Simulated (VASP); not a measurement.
Write the native input for VASP 6.6.1 that does the following.

```
Task                   : relaxation of cell and atoms
Functional             : PBEsol
Potentials or basis    : VASP PAW PBE potentials, release 64 (S, Mg)
Cutoff                 : 600 eV
k mesh                 : 8 × 8 × 8
Occupations            : fermi-dirac, width 0.05 eV
Spin                   : no spin polarisation
Target pressure        : 5 GPa
Dipole correction      : no
Further INCAR settings : ALGO = Normal; EDIFF = 1e-07; IBRION = 2; EDIFFG = -0.02; NSW = 80; ISIF = 3
```

The structure of MgS lies in POSCAR:

```
MgS
1.0
    0.0000000000      2.8331200468      2.8331200468
    2.8331200468      0.0000000000      2.8331200468
    2.8331200468      2.8331200468      0.0000000000
S Mg
1 1
Direct
    0.2500000000      0.2500000000      0.2500000000
    0.0000000000      0.0000000000      0.0000000000
```

The input as run:

INCAR

```
SYSTEM = MgS
ALGO = Normal
EDIFF = 1E-7
EDIFFG = -0.02
ENCUT = 600
GGA = PS
IBRION = 2
ISIF = 3
ISMEAR = -1
LASPH = .True.
LCHARG = .False.
LREAL = .False.
LWAVE = .False.
NELM = 80
NSW = 80
PREC = Accurate
PSTRESS = 50.0
SIGMA = 0.05
```

KPOINTS

```
k-points
0
Gamma
  8 8 8
  0 0 0
```

Potentials or basis: VASP PAW PBE potentials, release 64 (S, Mg).

Run with:

```console
$ cat potpaw_PBE.64/S/POTCAR potpaw_PBE.64/Mg/POTCAR > POTCAR
$ mpirun -np 1 vasp_std > vasp.out
```

Results of the run:

```
Relaxed volume                                         : 20.94 Å³/atom
Relaxed cell                                           : a = 3.898 Å, b = 3.898 Å, c = 3.898 Å, α = 60.00°, β = 60.00°, γ = 60.00°
Space group after relaxing (to 0.05 Å)                 : F-43m (No. 216)
Energy change on relaxing (the enthalpy is what falls) : +23.2 meV/atom
Ionic steps                                            : 3
Pressure after relaxing                                : 5.0 GPa
Band gap on the k mesh                                 : 3.63 eV, indirect (least direct gap 3.70 eV)
```

Caveat: the cell is relaxed towards a set pressure, so the enthalpy falls and the energy may rise; the PAW data sets were made with another functional, which shifts forces and pressure a little.

It took 24 s on 1 thread of Intel(R) Xeon(R) Platinum 8488C (Sapphire Rapids), on a shared host, peak memory 0.19 GiB.
